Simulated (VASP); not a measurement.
Wanted: the native input for a VASP 6.6.1 run.

| Property | Result |
| --- | --- |
| Task | single point |
| Functional | PBE |
| Potentials or basis | VASP PAW PBE potentials, release 64 (Fe, Pt) |
| Cutoff | 520 eV |
| k mesh | 6 × 6 × 4 |
| Occupations | gaussian, width 0.1 eV |
| Spin | collinear spin, ferromagnetic start |
| Starting moments | [4.0, 4.0, 0.0, 0.0, 0.0, 0.0] μB |
| Dipole correction | no |
| Further INCAR settings | ALGO = Fast; EDIFF = 1e-07; NBANDS = 41 |

The structure of FePt2 lies in POSCAR:

```
FePt2
1.0
    4.7922431200      0.0000000000      0.0000000000
   -2.3961215600      4.1502042800      0.0000000000
    0.0000000000      0.0000000000      4.3776190700
Fe Pt
2 4
Direct
    0.6666666700      0.3333333300      0.5000000000
    0.3333333300      0.6666666700      0.5000000000
    0.6666666700      0.0000000000      0.0000000000
    0.3333333300      0.3333333300      0.0000000000
    0.0000000000      0.6666666700      0.0000000000
    0.0000000000      0.0000000000      0.5000000000
```

These files were run (other wordings do the same):

INCAR

```
PREC = Accurate
ENCUT = 520
EDIFF = 1E-7
ISMEAR = 0
SIGMA = 0.1
LREAL = False
LASPH = True
NELM = 150
ALGO = Fast
ISIF = 2
LWAVE = False
LCHARG = False
ISPIN = 2
MAGMOM = 4 4 0 0 0 0
LORBIT = 11
LMAXMIX = 4
GGA = PE
NBANDS = 41
```

KPOINTS

```
regular mesh
0
Gamma
  6 6 4
```

Potentials or basis: VASP PAW PBE potentials, release 64 (Fe, Pt).

Command:

```console
$ cat potpaw_PBE.64/Fe/POTCAR potpaw_PBE.64/Pt/POTCAR > POTCAR
$ mpirun -np 1 vasp_std > vasp.out
```

Results of the run:

```yaml
Pressure: 3.0 GPa
Largest_force: 0.715 eV/Å
Net_moment: 7.65 μB per cell
Site_moments: Fe +3.08; Pt +0.36, +0.38 (each value once) μB
Valence_electrons_inside_the_program's_atomic_spheres: Fe 6.90; Pt 9.36, 9.37 (each value once)
```

Caveat: the cell stands under pressure.

Wall time 110 s on 1 thread of Intel(R) Xeon(R) Platinum 8488C (Sapphire Rapids), with other jobs on the host, peak memory 0.3 GiB.
